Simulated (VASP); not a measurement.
Wanted: the native input for a VASP 6.6.1 run.

- Task: single point
- Functional: PBEsol
- Potentials or basis: VASP PAW PBE potentials, release 64 (Se, Ga_d)
- Cutoff: 520 eV
- k mesh: 6 × 6 × 6
- Occupations: fermi-dirac, width 0.05 eV
- Spin: no spin polarisation
- Dipole correction: no
- Further INCAR settings: ALGO = Normal; EDIFF = 1e-06; NBANDS = 30

The structure of Ga3Se lies in POSCAR:

```
Ga3Se
1.0
    4.5193981489      0.0000000000      0.0000000000
    0.0000000000      4.5193981489      0.0000000000
    0.0000000000      0.0000000000      4.5193981489
Se Ga
1 3
Direct
    0.0000000000      0.0000000000      0.0000000000
    0.5000000000      0.5000000000      0.0000000000
    0.5000000000      0.0000000000      0.5000000000
    0.0000000000      0.5000000000      0.5000000000
```

This cell differs from its parent crystal: volume scaled by 1.06.

The input as run:

INCAR

```
SYSTEM = Ga3Se
PREC = Accurate
ENCUT = 520
EDIFF = 1E-6
ISMEAR = -1
SIGMA = 0.05
LREAL = .FALSE.
LASPH = .TRUE.
NELM = 80
ALGO = Normal
ISIF = 2
LWAVE = .FALSE.
LCHARG = .FALSE.
GGA = PS
NBANDS = 30
```

KPOINTS

```
Automatic mesh
0
G
  6 6 6
  0 0 0
```

Potentials or basis: VASP PAW PBE potentials, release 64 (Se, Ga_d).

The run is started by

```console
$ cat potpaw_PBE.64/Se/POTCAR potpaw_PBE.64/Ga_d/POTCAR > POTCAR
$ mpirun -np 1 vasp_std > vasp.out
```

It gave:

| Property | Result |
| --- | --- |
| Pressure | -5.2 GPa |

Caveat: the PAW data sets were made with another functional, which shifts forces and pressure a little.

Wall time 71 s on 1 thread of Intel(R) Xeon(R) Platinum 8488C (Sapphire Rapids), on a shared host, peak memory 0.22 GiB.
